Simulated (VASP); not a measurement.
# MgO (P-6m2) in VASP: single point with PBEsol

Aim: the single point of MgO with PBEsol.

Everything below comes from runs of VASP 6.6.1. Logs are shortened: lines on timing, memory, paths and dates and some standing lists are left out, and cuts for length are marked.

## Step 1: The cell of the first run

The structure is hexagonal, space group P-6m2 (No. 187). The conventional cell has a = 2.938 Å, b = 2.938 Å, c = 2.680 Å, α = 90.00°, β = 90.00°, γ = 120.00°. Mg (site symmetry -6m2) has 6 O at 2.16 Å and 2 Mg at 2.68 Å within 2.9 Å. O (site symmetry -6m2) has 6 Mg at 2.16 Å and 2 O at 2.68 Å within 2.9 Å.

## Step 2: Single point, PBEsol

INCAR

```
SYSTEM = MgO
PREC = Accurate ; ENCUT = 600
EDIFF = 1E-6 ; ISMEAR = 0
SIGMA = 0.1 ; LREAL = .FALSE.
LASPH = .TRUE. ; NELM = 120
ALGO = Normal ; ISIF = 2
LWAVE = .FALSE. ; LCHARG = .FALSE.
GGA = PS ; NBANDS = 11
ISYM = 0 ; GGA_COMPAT = .FALSE.
```

KPOINTS

```
Automatic mesh
0
Gamma
  5 7 2
  0.5 0.5 0.5
```

POSCAR

```
MgO
1.0
    2.9380209034      0.0000000000      0.0000000000
   -1.4690104517      2.5444007392      0.0000000000
    0.0000000000      0.0000000000      2.6796800000
Mg O
1 1
Direct
    0.0000000000      0.0000000000      0.0000000000
    0.3333333333      0.6666666667      0.5000000000
```

Potentials or basis: VASP PAW PBE potentials, release 64 (Mg, O).

The run is started by

```console
$ cat potpaw_PBE.64/Mg/POTCAR potpaw_PBE.64/O/POTCAR > POTCAR
$ mpirun -np 1 vasp_std > vasp.out
```

OUTCAR:

```text
SYSTEM = MgO
   PREC = Accurate
   ENCUT = 600
   EDIFF = 1E-6
   ISMEAR = 0
   LREAL = .FALSE.
   LASPH = .TRUE.
   NELM = 120
   ISIF = 2
   GGA = PS
   ISYM = 0

 ion  position               nearest neighbor table
   1  0.000  0.000  0.000-   2 2.16   2 2.16   2 2.16   2 2.16   2 2.16   2 2.16
   2  0.333  0.667  0.500-   1 2.16   1 2.16   1 2.16   1 2.16   1 2.16   1 2.16

IMPORTANT INFORMATION: All symmetrisations will be switched off!
NOSYMM: (Re-)initialisation of all symmetry stuff for point group C_1.

----------------------------------------------------------------------------------------

                                     Primitive cell

  volume of cell :      20.0320

  direct lattice vectors                    reciprocal lattice vectors
     2.938020903  0.000000000  0.000000000     0.340365175  0.196509926  0.000000000
    -1.469010452  2.544400739  0.000000000     0.000000000  0.393019851  0.000000000
     0.000000000  0.000000000  2.679680000     0.000000000  0.000000000  0.373178887

  length of vectors
     2.938020903  2.938020903  2.679680000     0.393019851  0.393019851  0.373178887

  position of ions in fractional coordinates (direct lattice)
     0.000000000  0.000000000  0.000000000
     0.333333333  0.666666667  0.500000000

  ion indices of the primitive-cell ions
   primitive index   ion index
                 1           1
                 2           2

----------------------------------------------------------------------------------------

 KPOINTS: Automatic mesh

Automatic generation of k-mesh.
 Grid dimensions read from file:
 generate k-points for:    5    7    2

 Generating k-lattice:

  Cartesian coordinates                     Fractional coordinates (reciprocal lattice)
     0.068073035  0.039301985  0.000000000     0.200000000 -0.000000000  0.000000000
     0.000000000  0.056145693  0.000000000     0.000000000  0.142857143  0.000000000
     0.000000000  0.000000000  0.186589444     0.000000000  0.000000000  0.500000000

  Length of vectors
     0.078603970  0.056145693  0.186589444

  Shift w.r.t. Gamma in fractional coordinates (k-lattice)
     0.500000000  0.500000000  0.500000000

 -----------------------------------------------------------------------------
|                                                                             |
|           W    W    AA    RRRRR   N    N  II  N    N   GGGG   !!!           |
|           W    W   A  A   R    R  NN   N  II  NN   N  G    G  !!!           |
|           W    W  A    A  R    R  N N  N  II  N N  N  G       !!!           |
|           W WW W  AAAAAA  RRRRR   N  N N  II  N  N N  G  GGG   !            |
[... 78 lines left out ...]
   NUPDOWN=      -1.0000    fix difference up-down
   EMIN   =  10.00;   EMAX   =-10.00  energy-range for DOS
   EFERMI =   0.00;   METHOD = LEGACY
   ISMEAR =     0;   SIGMA  =   0.10  broadening in eV -4-tet -1-fermi 0-gaus
   EFERMI_NEDOS =   21; number of points for ismear=-14 and -15
   IALGO  =     38    algorithm
   IMIX   =      4    mixing-type and parameters
     AMIX     =   0.40;   BMIX     =  1.00
     AMIX_MAG =   1.60;   BMIX_MAG =  1.00
  volume/ion in A,a.u.               =      10.02        67.59
  Fermi-wavevector in a.u.,A,eV,Ry     =   1.205583  2.278221 19.775115  1.453430
  Thomas-Fermi vector in A             =   2.341275
   LORBIT       =      0    0 simple, 1 ext, 2 COOP (PROOUT), +10 PAW based schemes
   GGA     = PS    functional components
   LHFCALC =     F    Hartree Fock is set to
   AEXX    =    0.0000 exact exchange contribution
   IVDW    =     0    specifies the selected vdW correction
   LEPSILON=     F    determine dielectric tensor
   LRPA    =     F    only Hartree local field effects (RPA)
 non-spin polarized calculation
 Gauss-broadening in eV      SIGMA  =   0.10
  energy-cutoff  :      600.00
  volume of cell :       20.03
 maximum number of plane-waves:       678
   NGX = 11   NGY = 11   NGZ = 11

 number of electron       7.9999996 magnetization

 Free energy of the ion-electron system (eV)
  ---------------------------------------------------
  ext. energy  EPLUGINS =         0.00000000
  ---------------------------------------------------
  free energy    TOTEN  =       -12.16388988 eV

  energy without entropy =      -12.16388988  energy(sigma->0) =      -12.16388988

 E-fermi :   3.1330     XC(G=0): -10.9759

 val. band max:        2.5958170054   @ k =   0.1000  -0.0714   0.2500
 cond. band min:       8.6405743316   @ k =   0.1000  -0.0714   0.2500
 fundamental gap:      6.0447573262
 Fermi energy:         3.1330034030

 k-point     1 :       0.1000    0.0714    0.2500
  band No.  band energies     occupation
      1     -13.6773      2.00000
      2      -0.1364      2.00000
      3       1.7401      2.00000
      4       2.4766      2.00000
      5       9.0701      0.00000
      6      14.5964      0.00000
      7      17.8414      0.00000
      8      19.5294      0.00000
      9      21.3936      0.00000
     10      22.8279      0.00000
     11      26.8540      0.00000
[... 309 lines left out ...]
 k-point    24 :      -0.3000   -0.3571    0.2500
  band No.  band energies     occupation
      1     -12.8259      2.00000
      2      -0.3019      2.00000
      3       0.1063      2.00000
      4       1.0735      2.00000
      5      10.6101      0.00000
      6      14.3174      0.00000
      7      17.1053      0.00000
      8      17.8359      0.00000
      9      18.8041      0.00000
     10      24.5975      0.00000
     11      29.1611      0.00000

 [... further k-points ...]

------------------------ aborting loop because EDIFF is reached ----------------------------------------

  FORCE on cell =-STRESS in cart. coord.  units (eV):
  Direction    XX          YY          ZZ          XY          YZ          ZX
  --------------------------------------------------------------------------------------
  -------------------------------------------------------------------------------------
  Total       -0.4583153     -0.4527676     -1.5207405      0.0002449     -0.0000002      0.0000000
  in kB      -36.6565546    -36.2128430   -121.6304614      0.0195903     -0.0000141      0.0000034
  external PRESSURE =     -64.8332863 kB  Pullay stress =       0.0000000 kB

 VOLUME and BASIS-vectors are now :
 -----------------------------------------------------------------------------
  energy-cutoff  :      600.00
  volume of cell :       20.03
      direct lattice vectors                 reciprocal lattice vectors
     2.938020903  0.000000000  0.000000000     0.340365175  0.196509926  0.000000000
    -1.469010452  2.544400739  0.000000000     0.000000000  0.393019851  0.000000000
     0.000000000  0.000000000  2.679680000     0.000000000  0.000000000  0.373178887

 POSITION                                       TOTAL-FORCE (eV/Angst)
 -----------------------------------------------------------------------------------
      0.00000      0.00000      0.00000        -0.000034      0.000491     -0.000000
     -0.00000      1.69627      1.33984         0.000034     -0.000491      0.000000
 -----------------------------------------------------------------------------------
    total drift:                               -0.000001      0.000001     -0.000000

  FREE ENERGIE OF THE ION-ELECTRON SYSTEM (eV)
  ---------------------------------------------------
  free  energy   TOTEN  =       -12.1638898849 eV

  energy  without entropy=      -12.1638898849  energy(sigma->0) =      -12.16388988
```

OSZICAR:

```text
N       E                     dE             d eps       ncg     rms          rms(c)
DAV:   1     0.201494151916E+02    0.20149E+02   -0.49108E+03   842   0.729E+02
DAV:   2    -0.127156837839E+02   -0.32865E+02   -0.32180E+02   880   0.146E+02
DAV:   3    -0.135775922039E+02   -0.86191E+00   -0.86117E+00   938   0.219E+01
DAV:   4    -0.135797796108E+02   -0.21874E-02   -0.21874E-02   839   0.123E+00
DAV:   5    -0.135797872028E+02   -0.75919E-05   -0.75919E-05   911   0.711E-02    0.652E+00
DAV:   6    -0.122313681442E+02    0.13484E+01   -0.85205E+00   800   0.149E+01    0.239E+00
DAV:   7    -0.121879216837E+02    0.43446E-01   -0.92478E-02   827   0.247E+00    0.131E+00
DAV:   8    -0.121643680191E+02    0.23554E-01   -0.37904E-02   794   0.198E+00    0.256E-01
DAV:   9    -0.121640273472E+02    0.34067E-03   -0.37756E-04   893   0.139E-01    0.170E-01
DAV:  10    -0.121638923986E+02    0.13495E-03   -0.47332E-04   806   0.182E-01    0.115E-02
DAV:  11    -0.121638899782E+02    0.24205E-05   -0.10526E-05   884   0.180E-02    0.442E-03
DAV:  12    -0.121638898849E+02    0.93335E-07   -0.58159E-07   454   0.547E-03
   1 F= -.12163890E+02 E0= -.12163890E+02  d E =-.946205E-15
```

stdout:

```text
POSCAR found type information on POSCAR MgO
 POSCAR found :  2 types and       2 ions
 scaLAPACK will be used
 -----------------------------------------------------------------------------
|                                                                             |
|                                                                             |
[... 21 lines left out ...]
|     Results are often still useful ...                                      |
|                                                                             |
 -----------------------------------------------------------------------------

 POSCAR, INCAR and KPOINTS ok, starting setup
 FFT: planning ... GRIDC
 FFT: planning ... GRID_SOFT
 FFT: planning ... GRID
 WAVECAR not read
 entering main loop
```

It took 4.2 s on 1 thread of Intel Xeon 6975P-C, shared host; peak memory 0.14 GiB.

Results:

```
Free energy            : -12.1639 eV
Pressure               : -6.5 GPa
Band gap on the k mesh : 6.04 eV, direct
```

Levels at points of the mesh, in eV from the valence-band top:
| k point | band 1 | band 2 | band 3 | band 4 | band 5 | band 6 | band 7 | band 8 |
| --- | --- | --- | --- | --- | --- | --- | --- | --- |
| (0.10, 0.07, 0.25) | -16.27 | -2.73 | -0.86 | -0.12 | 6.47 | 12.00 | 15.25 | 16.93 |

Caveat: the k points lie up to 1.17 Å⁻¹ apart; the PAW data sets were made with another functional, which shifts forces and pressure a little. A k mesh can miss the band edges.
